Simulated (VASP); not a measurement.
The system is BiCl.

```
Bi Cl
1.0
     1.66026    0.95855    8.11925
    -1.66026    0.95855    8.11925
     0.00000   -1.91711    8.11925
Bi Cl
2 2
Direct
  0.21683 0.21683 0.21683
  0.78317 0.78317 0.78317
  0.38830 0.38830 0.38830
  0.61170 0.61170 0.61170
```

```yaml
Program: VASP 6.6.1
Task: relaxation of cell and atoms
Functional: LDA
Potentials_or_basis: VASP PAW LDA potentials, release 64 (Bi_d, Cl)
Cutoff: 600 eV
k_mesh: 9 × 9 × 9
Occupations: gaussian, width 0.1 eV
Spin: no spin polarisation
```

At the start: pressure 52.6 GPa; volume 19.38 Å³/atom.

Problem. Where does the relaxation end?

Solution. Over 12 steps the energy falls by 1234.1 meV/atom and the volume is 26.41 Å³/atom (+36.3 %); space group R-3m (No. 166, to 0.1 Å) before and after.

Step by step:
| step | energy change (eV) | largest force (eV/Å) | pressure (GPa) | volume (Å³) |
| --- | --- | --- | --- | --- |
| 1 | 0.0000 | 7.5635 | 52.57 | 77.53 |
| 2 | -0.7093 | 1.1188 | -8.52 | 172.73 |
| 3 | -4.7170 | 1.1006 | -3.09 | 110.11 |
| 4 | -4.8019 | 0.9723 | -1.41 | 106.86 |
| 5 | -4.8386 | 0.7595 | 1.03 | 103.00 |
| 6 | -4.8382 | 0.7967 | 0.64 | 103.56 |
| 7 | -4.8901 | 0.5596 | -0.17 | 105.50 |
| 8 | -4.9200 | 0.1987 | -1.14 | 108.28 |
| 9 | -4.9289 | 0.1825 | 0.62 | 105.62 |
| 10 | -4.9312 | 0.0735 | 0.04 | 106.45 |
| 11 | -4.9347 | 0.0480 | 0.01 | 106.17 |
| 12 | -4.9364 | 0.0020 | 0.02 | 105.66 |

Final structure:
```xyz
4
Lattice="1.7951 1.0364 9.4649 -1.7951 1.0364 9.4649 0.0000 -2.0728 9.4649" Properties=species:S:1:pos:R:3 pbc="T T T"
Bi    0.0000    0.0000    6.1117
Bi    0.0000    0.0000   22.2831
Cl    0.0000    0.0000   10.8338
Cl    0.0000    0.0000   17.5610
```

Caveat: the volume moved by over 15 % at a fixed basis, so the end points are rough.
